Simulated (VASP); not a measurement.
# BAs (I-4m2) in VASP: single point with r2SCAN

Aim: the single point of BAs with r2SCAN.

Everything below comes from runs of VASP 6.6.1. Logs are shortened: lines on timing, memory, paths and dates and some standing lists are left out, and cuts for length are marked.

### 1 The cell of the first run

The structure is tetragonal, space group I-4m2 (No. 119). The conventional cell has a = 3.378 Å, b = 3.378 Å, c = 4.586 Å, α = 90.00°, β = 90.00°, γ = 90.00°. B (site symmetry -4m2) has 4 As at 2.04 Å within 2.7 Å. As (site symmetry -4m2) has 4 B at 2.04 Å within 2.7 Å.

### 2 Single point, r2SCAN (strain -0.0400 x Voigt [1, 0, 0, 0, 0, 0])

Contents of POSCAR:

```
BAs
1.0
    0.0000000000      2.3885000000      2.3885000000
    2.2929600000      0.0000000000      2.3885000000
    2.2929600000      2.3885000000      0.0000000000
B As
1 1
Direct
    0.0000000000      0.0000000000      0.0000000000
    0.7500000000      0.7500000000      0.7500000000
```

Contents of INCAR.step1:

```
SYSTEM = BAs
ALGO     = Normal         ! electronic algorithm
EDIFF    = 1E-4           ! SCF threshold, eV
ENCUT    = 520            ! plane-wave cutoff, eV
GGA      = PE             ! functional
ISMEAR   = 0              ! smearing method
LASPH    = .True.         ! aspherical terms in the spheres
LCHARG   = .False.        ! write CHGCAR
LREAL    = .False.        ! projectors in reciprocal space
LWAVE    = .True.         ! write WAVECAR
NBANDS   = 11             ! bands
NELM     = 80             ! most SCF steps
PREC     = Accurate       ! precision mode
SIGMA    = 0.05           ! smearing width, eV
```

Contents of INCAR.step2:

```
SYSTEM = BAs
ALGO     = Normal         ! electronic algorithm
EDIFF    = 1E-6           ! SCF threshold, eV
ENCUT    = 520            ! plane-wave cutoff, eV
ISIF     = 2              ! what is computed and relaxed
ISMEAR   = 0              ! smearing method
ISTART   = 1            
LASPH    = .True.         ! aspherical terms in the spheres
LCHARG   = .True.         ! write CHGCAR
LELF     = .True.         ! ELF
LMIXTAU  = .True.       
LREAL    = .False.        ! projectors in reciprocal space
LVHAR    = .True.       
LWAVE    = .False.        ! write WAVECAR
METAGGA  = R2SCAN         ! meta-GGA
NBANDS   = 11             ! bands
NELM     = 80             ! most SCF steps
PREC     = Accurate       ! precision mode
SIGMA    = 0.05           ! smearing width, eV
```

Contents of KPOINTS:

```
k-points
0
Gamma
  10 10 10
  0 0 0
```

Potentials or basis: VASP PAW PBE potentials, release 64 (B, As).

The run is started by

```
$ cat potpaw_PBE.64/B/POTCAR potpaw_PBE.64/As/POTCAR > POTCAR
$ cp INCAR.step1 INCAR
$ mpirun -np 1 vasp_std > vasp.out
$ cp INCAR.step2 INCAR
$ mpirun -np 1 vasp_std > vasp.out
```

OUTCAR:

```text
SYSTEM = BAs
   EDIFF = 1E-6
   ENCUT = 520
   ISIF = 2
   ISMEAR = 0
   ISTART = 1
   LASPH = .True.
   LREAL = .False.
   METAGGA = R2SCAN
   NELM = 80
   PREC = Accurate

 ion  position               nearest neighbor table
   1  0.000  0.000  0.000-   2 2.04   2 2.04   2 2.04   2 2.04
   2  0.750  0.750  0.750-   1 2.04   1 2.04   1 2.04   1 2.04

  LATTYP: Found a body centered tetragonal cell.
 ALAT       =     3.3778490937
 C/A-ratio  =     1.3576450199

  Lattice vectors:

 A1 = (  -2.2929600000,   0.0000000000,  -2.3885000000)
 A2 = (  -2.2929600000,   0.0000000000,   2.3885000000)
 A3 = (   2.2929600000,   2.3885000000,   0.0000000000)

Analysis of symmetry for initial positions (statically):
=====================================================================
 Subroutine PRICEL returns:
 Original cell was already a primitive cell.

 Routine SETGRP: Setting up the symmetry group for a
 body centered tetragonal supercell.

 Subroutine GETGRP returns: Found  8 space group operations
 (whereof  8 operations were pure point group operations)
 out of a pool of 16 trial point group operations.

The static configuration has the point symmetry D_2d.

Analysis of symmetry for dynamics (positions and initial velocities):
=====================================================================
 Subroutine PRICEL returns:
 Original cell was already a primitive cell.

 Routine SETGRP: Setting up the symmetry group for a
 body centered tetragonal supercell.

 Subroutine GETGRP returns: Found  8 space group operations
 (whereof  8 operations were pure point group operations)
 out of a pool of 16 trial point group operations.

The dynamic configuration has the point symmetry D_2d.

 Subroutine INISYM returns: Found  8 space group operations
 (whereof  8 operations are pure point group operations),
 and found     1 'primitive' translations

----------------------------------------------------------------------------------------

                                     Primitive cell

  volume of cell :      26.1624

  direct lattice vectors                    reciprocal lattice vectors
     0.000000000  2.388500000  2.388500000    -0.218058754  0.209336404  0.209336404
     2.292960000  0.000000000  2.388500000     0.218058754 -0.209336404  0.209336404
     2.292960000  2.388500000  0.000000000     0.218058754  0.209336404 -0.209336404

  length of vectors
     3.377849094  3.310981397  3.310981397     0.367686116  0.367686116  0.367686116

  position of ions in fractional coordinates (direct lattice)
     0.000000000  0.000000000  0.000000000
     0.750000000  0.750000000  0.750000000

  ion indices of the primitive-cell ions
   primitive index   ion index
                 1           1
                 2           2

----------------------------------------------------------------------------------------

 KPOINTS: k-points

Automatic generation of k-mesh.
 Grid dimensions read from file:
 generate k-points for:   10   10   10

 Generating k-lattice:

  Cartesian coordinates                     Fractional coordinates (reciprocal lattice)
    -0.021805875  0.020933640  0.020933640     0.100000000 -0.000000000 -0.000000000
     0.021805875 -0.020933640  0.020933640     0.000000000  0.100000000  0.000000000
     0.021805875  0.020933640 -0.020933640     0.000000000  0.000000000  0.100000000

  Length of vectors
     0.036768612  0.036768612  0.036768612

  Shift w.r.t. Gamma in fractional coordinates (k-lattice)
     0.000000000  0.000000000  0.000000000

 Subroutine IBZKPT returns following result:
 ===========================================

 Found    102 irreducible k-points:

 Following reciprocal coordinates:
            Coordinates               Weight
  0.000000  0.000000  0.000000      1.000000
  0.100000  0.000000  0.000000      8.000000
  0.200000  0.000000  0.000000      8.000000
  0.300000  0.000000  0.000000      8.000000
  0.400000  0.000000  0.000000      8.000000
  0.500000  0.000000  0.000000      4.000000
[... 16 lines left out ...]
  0.300000  0.300000  0.000000      4.000000
  0.400000  0.300000  0.000000     16.000000
 [... further k-points ...]
   k-points           NKPTS =    102   k-points in BZ     NKDIM =    102   number of bands    NBANDS=     11
   number of dos      NEDOS =    301   number of ions     NIONS =      2
   total plane-waves  NPLWV =  21952
   dimension x,y,z NGX =    28 NGY =   28 NGZ =   28
   dimension x,y,z NGXF=    56 NGYF=   56 NGZF=   56
   ions per type =               1   1
   NGX,Y,Z   is equivalent  to a cutoff of  13.78, 14.06, 14.06 a.u.
   NGXF,Y,Z  is equivalent  to a cutoff of  27.56, 28.12, 28.12 a.u.
 SYSTEM =  BAs
   PREC   = accura    normal or accurate (medium, high low for compatibility)
   ISTART =      1    job   : 0-new  1-cont  2-samecut
   ICHARG =      0    charge: 1-file 2-atom 10-const
   ISPIN  =      1    spin polarized calculation?
   LNONCOLLINEAR =      F non collinear calculations
   LSORBIT =      F    spin-orbit coupling
   LASPH  =      T    aspherical Exc in radial PAW
   ENCUT  =  520.0 eV  38.22 Ry    6.18 a.u.   6.28  6.16  6.16*2*pi/ulx,y,z
   NELM   =     80;   NELMIN=  2; NELMDL=  0     # of ELM steps
   EDIFF  = 0.1E-05   stopping-criterion for ELM
   LREAL  =      F    real-space projection
   EDIFFG = 0.1E-04   stopping-criterion for IOM
   NSW    =      0    number of steps for IOM
   IBRION =     -1    ionic relax: 0-MD 1-quasi-New 2-CG
   NFREE  =      0    steps in history (QN), initial steepest desc. (CG)
   ISIF   =      2    stress and relaxation
   ISYM   =      2    0-nonsym 1-usesym 2-fastsym
   POTIM  = 0.5000    time-step for ionic-motion
   TEBEG  =    0.0;   TEEND  =   0.0 temperature during run
   PSTRESS=    0.0 pullay stress
   NELECT =       8.0000    total number of electrons
   NUPDOWN=      -1.0000    fix difference up-down
   EMIN   =  10.00;   EMAX   =-10.00  energy-range for DOS
   EFERMI =   0.00;   METHOD = LEGACY
   ISMEAR =     0;   SIGMA  =   0.05  broadening in eV -4-tet -1-fermi 0-gaus
   EFERMI_NEDOS =   21; number of points for ismear=-14 and -15
   IALGO  =     38    algorithm
   IMIX   =      4    mixing-type and parameters
     AMIX     =   0.40;   BMIX     =  1.00
     AMIX_MAG =   1.60;   BMIX_MAG =  1.00
  volume/ion in A,a.u.               =      13.08        88.28
  Fermi-wavevector in a.u.,A,eV,Ry     =   1.102925  2.084225 16.550708  1.216443
  Thomas-Fermi vector in A             =   2.239375
   LORBIT       =      0    0 simple, 1 ext, 2 COOP (PROOUT), +10 PAW based schemes
   METAGGA = R2SCAN    functional components
   LHFCALC =     F    Hartree Fock is set to
   AEXX    =    0.0000 exact exchange contribution
   IVDW    =     0    specifies the selected vdW correction
   LEPSILON=     F    determine dielectric tensor
   LRPA    =     F    only Hartree local field effects (RPA)
 non-spin polarized calculation
 Gauss-broadening in eV      SIGMA  =   0.05
  energy-cutoff  :      520.00
  volume of cell :       26.16
 maximum number of plane-waves:       715
 NGX is ok and might be reduce to    28
   NGX = 13   NGY = 13   NGZ = 13

 number of electron       8.0000000 magnetization

 Free energy of the ion-electron system (eV)
  ---------------------------------------------------
  ext. energy  EPLUGINS =         0.00000000
  ---------------------------------------------------
  free energy    TOTEN  =       -22.20801404 eV

  energy without entropy =      -22.20801404  energy(sigma->0) =      -22.20801404

 E-fermi :   7.0506     XC(G=0): -11.3208

 val. band max:        6.7639924218   @ k =   0.0000   0.0000   0.0000
 cond. band min:       7.4327095226   @ k =   0.0000   0.4000   0.4000
 fundamental gap:      0.6687171008
 Fermi energy:         7.0506189428

 k-point     1 :       0.0000    0.0000    0.0000
  band No.  band energies     occupation
      1     -10.0629      2.00000
      2       6.3525      2.00000
      3       6.3525      2.00000
      4       6.7640      2.00000
      5       9.7991      0.00000
      6      10.0914      0.00000
      7      10.0914      0.00000
      8      12.1756      0.00000
      9      17.1081      0.00000
     10      19.5104      0.00000
     11      20.5707      0.00000

 k-point     2 :       0.1000    0.0000    0.0000
  band No.  band energies     occupation
      1      -9.8838      2.00000
      2       4.9760      2.00000
      3       6.0042      2.00000
      4       6.3180      2.00000
      5      10.1309      0.00000
      6      10.5151      0.00000
      7      10.5176      0.00000
      8      12.9777      0.00000
      9      17.7884      0.00000
     10      18.5897      0.00000
     11      19.3311      0.00000

 k-point     3 :       0.2000    0.0000    0.0000
  band No.  band energies     occupation
      1      -9.3547      2.00000
      2       2.4359      2.00000
      3       5.3357      2.00000
      4       5.7004      2.00000
      5      10.1170      0.00000
      6      11.2356      0.00000
      7      11.2590      0.00000
      8      14.6174      0.00000
      9      18.0442      0.00000
     10      18.2870      0.00000
     11      19.0311      0.00000

 k-point     4 :       0.3000    0.0000    0.0000
  band No.  band energies     occupation
      1      -8.5119      2.00000
      2      -0.0498      2.00000
      3       4.7391      2.00000
      4       5.1756      2.00000
      5       9.8648      0.00000
      6      11.5390      0.00000
      7      11.7991      0.00000
      8      15.8826      0.00000
      9      18.4930      0.00000
     10      18.8166      0.00000
     11      19.2839      0.00000
[... 239 lines left out ...]
 k-point    22 :      -0.2000    0.2000   -0.0000
  band No.  band energies     occupation
      1      -8.2021      2.00000
      2       0.5508      2.00000
      3       1.9368      2.00000
      4       5.1866      2.00000
      5      11.0465      0.00000
      6      11.8697      0.00000
      7      13.0465      0.00000
      8      14.2523      0.00000
      9      17.0609      0.00000
     10      20.2657      0.00000
     11      22.0887      0.00000

 k-point    23 :       0.3000    0.3000    0.0000
  band No.  band energies     occupation
      1      -8.0183      2.00000
      2       0.7676      2.00000
      3       3.0357      2.00000
      4       3.1580      2.00000
      5       8.2398      0.00000
      6      10.5582      0.00000
      7      15.2390      0.00000
      8      16.2098      0.00000
      9      18.4725      0.00000
     10      22.3917      0.00000
     11      23.0518      0.00000

 k-point    24 :       0.4000    0.3000    0.0000
  band No.  band energies     occupation
      1      -7.2261      2.00000
      2      -0.5649      2.00000
      3       2.1909      2.00000
      4       2.7874      2.00000
      5       8.5695      0.00000
      6      10.3475      0.00000
      7      15.7624      0.00000
      8      16.8165      0.00000
      9      19.6298      0.00000
     10      23.1905      0.00000
     11      23.8842      0.00000

 [... further k-points ...]
[... 5 lines left out ...]
  --------------------------------------------------------------------------------------
  -------------------------------------------------------------------------------------
  Total        2.1590441      0.7108912      0.7108912      0.0000000      0.0000000      0.0000000
  in kB      132.2193840     43.5348225     43.5348225      0.0000000      0.0000000      0.0000000
  external PRESSURE =      73.0963430 kB  Pullay stress =       0.0000000 kB

 VOLUME and BASIS-vectors are now :
 -----------------------------------------------------------------------------
  energy-cutoff  :      520.00
  volume of cell :       26.16
      direct lattice vectors                 reciprocal lattice vectors
     0.000000000  2.388500000  2.388500000    -0.218058754  0.209336404  0.209336404
     2.292960000  0.000000000  2.388500000     0.218058754 -0.209336404  0.209336404
     2.292960000  2.388500000  0.000000000     0.218058754  0.209336404 -0.209336404

 POSITION                                       TOTAL-FORCE (eV/Angst)
 -----------------------------------------------------------------------------------
      0.00000      0.00000      0.00000         0.000000      0.000000      0.000000
      3.43944      3.58275      3.58275         0.000000     -0.000000     -0.000000
 -----------------------------------------------------------------------------------
    total drift:                                0.000000      0.000000      0.000000

  FREE ENERGIE OF THE ION-ELECTRON SYSTEM (eV)
  ---------------------------------------------------
  free  energy   TOTEN  =       -22.2080140398 eV

  energy  without entropy=      -22.2080140398  energy(sigma->0) =      -22.20801404
```

Wall time 3 min (1 thread of Intel Xeon Platinum 8375C at 2.90GHz (Ice Lake), shared host); peak memory 0.18 GiB.

Results:

```yaml
Free_energy: -22.2080 eV
Pressure: 7.3 GPa
Band_gap_on_the_k_mesh: 0.67 eV, indirect (least direct gap 3.04 eV)
```

Levels at points of the mesh, in eV from the valence-band top:
```csv
k point,band 1,band 2,band 3,band 4,band 5,band 6,band 7,band 8
"(0.00, 0.00, 0.00)",-16.83,-0.41,-0.41,0.00,3.04,3.33,3.33,5.41
"(0.50, 0.00, 0.00)",-13.64,-9.83,-2.54,-2.03,2.84,4.64,5.13,9.42
"(0.50, 0.50, 0.00)",-12.26,-9.70,-4.66,-4.58,1.46,1.58,11.89,12.54
"(0.00, 0.50, 0.50)",-11.89,-9.34,-5.04,-5.04,0.95,1.01,12.30,12.30
```

Caveat: the cell differs from its parent crystal (strain -0.0400 x Voigt [1, 0, 0, 0, 0, 0]); the PAW data sets were made with another functional, which shifts forces and pressure a little.
